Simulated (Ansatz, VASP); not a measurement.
SiC in VASP and in Ansatz

File POSCAR:

```
SiC
1.0
    0.0000000000      2.0692377362      2.2325986101
    2.0692377362      0.0000000000      2.2325986101
    2.0692377362      2.0692377362      0.0000000000
Si C
1 1
Direct
    0.0000000000      0.0000000000      0.0000000000
    0.7500000000      0.7500000000      0.7500000000
```

The input INCAR.step1:

```
SYSTEM = SiC
  PREC = Accurate
  ENCUT = 520
  ISMEAR = 0
  SIGMA = 0.05
  LREAL = .False.
  LASPH = .True.
  NELM = 60
  NBANDS = 11
  GGA = PE
  ALGO = Normal
  EDIFF = 1E-4
  LWAVE = .True.
  LCHARG = .False.
```

Contents of INCAR.step2:

```
SYSTEM = SiC
  PREC = Accurate
  ENCUT = 520
  EDIFF = 1E-6
  ISMEAR = 0
  SIGMA = 0.05
  LREAL = .False.
  LASPH = .True.
  NELM = 60
  ALGO = Normal
  ISIF = 2
  LWAVE = .False.
  LCHARG = .False.
  METAGGA = R2SCAN
  LMIXTAU = .True.
  NBANDS = 11
  ISTART = 1
```

Contents of KPOINTS:

```
Automatic mesh
0
Gamma
  10 10 10
  0 0 0
```

Input for Ansatz:

```yaml
crystal:
  lattice:
    - [0.0, 2.0692377362, 2.2325986101]
    - [2.0692377362, 0.0, 2.2325986101]
    - [2.0692377362, 2.0692377362, 0.0]
  atoms:
    - { symbol: Si, position: [0.0, 0.0, 0.0] }
    - { symbol: C, position: [0.75, 0.75, 0.75] }
basis:
  ecutwfc: 500
kpoints:
  mp_grid: { grid: [10, 10, 10] }
hamiltonian:
  xc: r2scan
scf:
  occupations: { method: gaussian, width: 0.05 }
output:
  forces: true
  stress: true
  eigenvalues: true
```

Change from the starting cell: strain -0.050 along x and y, +0.025 along z, atoms carried along.

Alike in both runs: task single point; functional r2SCAN; k mesh 10 × 10 × 10; occupations gaussian, width 0.05 eV; no spin polarisation.

|  | VASP | Ansatz |
| --- | --- | --- |
| version | VASP 6.6.1 | Ansatz 0.2.0 |
| potentials or method | VASP PAW PBE potentials, release 64 (Si, C), cutoff 520 eV | scalar-relativistic, plane waves, PAW |
| valence electrons in the cell | 8 | 8 |

VASP gave:

* gap on the k mesh at the Fermi level (eV): 1.22
* least direct gap on the mesh (eV): 5.07
* pressure (GPa): 19.8
* traceless stress, the component that is largest in VASP (GPa): -17.01

Task: Which values does Ansatz return?

Result: gap on the k mesh at the Fermi level (eV): 1.21; least direct gap on the mesh (eV): 5.06; pressure (GPa): 20.1; traceless stress, the component that is largest in VASP (GPa): -16.93.

VASP's potentials were made for PBE, not for r2SCAN. The functional is the same, so the differences come from potentials, cutoffs and numerics.
